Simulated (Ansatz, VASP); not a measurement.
## Two plane-wave programs on SiC

The input INCAR:

```
PREC = Accurate
ENCUT = 600
EDIFF = 1E-6
ISMEAR = 0
SIGMA = 0.01
LREAL = False
LASPH = True
NELM = 80
ALGO = Normal
ISIF = 3
LWAVE = False
LCHARG = False
GGA = PE
IBRION = 2
NSW = 80
EDIFFG = -0.002
```

The input KPOINTS:

```
regular mesh
0
Gamma
  8 8 2
```

The input POSCAR:

```
SiC
1.0
    3.0950000000      0.0000000000      0.0000000000
   -1.5475000000      2.6803486247      0.0000000000
    0.0000000000      0.0000000000     15.1700000000
Si C
6 6
Direct
    0.0000000000      0.0000000000      0.1250000000
    0.0000000000      0.0000000000      0.6250000000
    0.3333333333      0.6666666667      0.2917000000
    0.6666666667      0.3333333333      0.7917000000
    0.3333333333      0.6666666667      0.9583000000
    0.6666666667      0.3333333333      0.4583000000
    0.0000000000      0.0000000000      0.0000000000
    0.0000000000      0.0000000000      0.5000000000
    0.3333333333      0.6666666667      0.1667000000
    0.6666666667      0.3333333333      0.6667000000
    0.3333333333      0.6666666667      0.8333000000
    0.6666666667      0.3333333333      0.3333000000
```

Input for Ansatz:

```yaml
crystal:
  lattice:
    - [3.095, 0.0, 0.0]
    - [-1.5475, 2.6803486247, 0.0]
    - [0.0, 0.0, 15.17]
  atoms:
    - { symbol: Si, position: [0.0, 0.0, 0.125] }
    - { symbol: Si, position: [0.0, 0.0, 0.625] }
    - { symbol: Si, position: [0.3333333333, 0.6666666667, 0.2917] }
    - { symbol: Si, position: [0.6666666667, 0.3333333333, 0.7917] }
    - { symbol: Si, position: [0.3333333333, 0.6666666667, 0.9583] }
    - { symbol: Si, position: [0.6666666667, 0.3333333333, 0.4583] }
    - { symbol: C, position: [0.0, 0.0, 0.0] }
    - { symbol: C, position: [0.0, 0.0, 0.5] }
    - { symbol: C, position: [0.3333333333, 0.6666666667, 0.1667] }
    - { symbol: C, position: [0.6666666667, 0.3333333333, 0.6667] }
    - { symbol: C, position: [0.3333333333, 0.6666666667, 0.8333] }
    - { symbol: C, position: [0.6666666667, 0.3333333333, 0.3333] }
scf:
  occupations: { method: fixed }
output:
  forces: true
  stress: true
hamiltonian:
  xc: pbe
kpoints:
  mp_grid: { grid: [8, 8, 2] }
relax:
  f_tol: 0.002
  cell: { stress_tol: 0.02 }
```

Alike in both runs: task relaxation of cell and atoms; functional PBE; k mesh 8 × 8 × 2; no spin polarisation.

```csv
,VASP,Ansatz
version,VASP 6.6.1,Ansatz 0.2.0
potentials or method,"VASP PAW PBE potentials, release 64 (Si, C)","scalar-relativistic, plane waves, PAW"
plane-wave cutoff (eV),600,420
occupations,"gaussian, width 0.01 eV",fixed
valence electrons in the cell,48,48
```

|  | VASP | Ansatz | Ansatz less VASP |
| --- | --- | --- | --- |
| relaxed volume (Å³/atom) | 10.49 | 10.50 | +0.009 |
| relaxed cell length with the largest relative difference (Å) | 3.094 | 3.095 | +0.0009 |
